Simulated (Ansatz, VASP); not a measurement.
**Ge: VASP beside Ansatz**

```
Ge
1.0
     5.07530    2.93023    2.12193
    -5.07530    2.93023    2.12193
     0.00000   -5.86045    2.12193
Ge
8
Direct
  0.71604 0.71604 0.71604
  0.28396 0.28396 0.28396
  0.02894 0.72536 0.53229
  0.53229 0.02894 0.72536
  0.72536 0.53229 0.02894
  0.97106 0.27464 0.46771
  0.46771 0.97106 0.27464
  0.27464 0.46771 0.97106
```

Alike in both runs: task single point; functional LDA; k mesh 9 × 9 × 9; occupations gaussian, width 0.15 eV; no spin polarisation.

|  | VASP | Ansatz |
| --- | --- | --- |
| version | VASP 6.6.1 | Ansatz 0.2.0 |
| potentials or method | VASP PAW LDA potentials, release 64 (Ge_d), cutoff 520 eV | scalar-relativistic, plane waves, PAW |
| valence electrons in the cell | 112 | 112 |

```tsv
	VASP	Ansatz	Ansatz less VASP
gap on the k mesh at the Fermi level (eV)	none	none	-
pressure (GPa)	-8.5	-8.5	+0.02
traceless stress, the component that is largest in VASP (GPa)	-2.77	-2.74	+0.028
rms of the force components (eV/Å)	0.239	0.239	+0.0006
```

Ansatz warns that its potentials were made for another functional, while VASP's fit it. LDA's correlation is that of Perdew and Zunger in VASP and of Perdew and Wang (1992) in Ansatz. Atom by atom the forces differ by 0.002 eV/Å (rms over components). A gap of «none» marks a metal or a gap that the smearing closes.
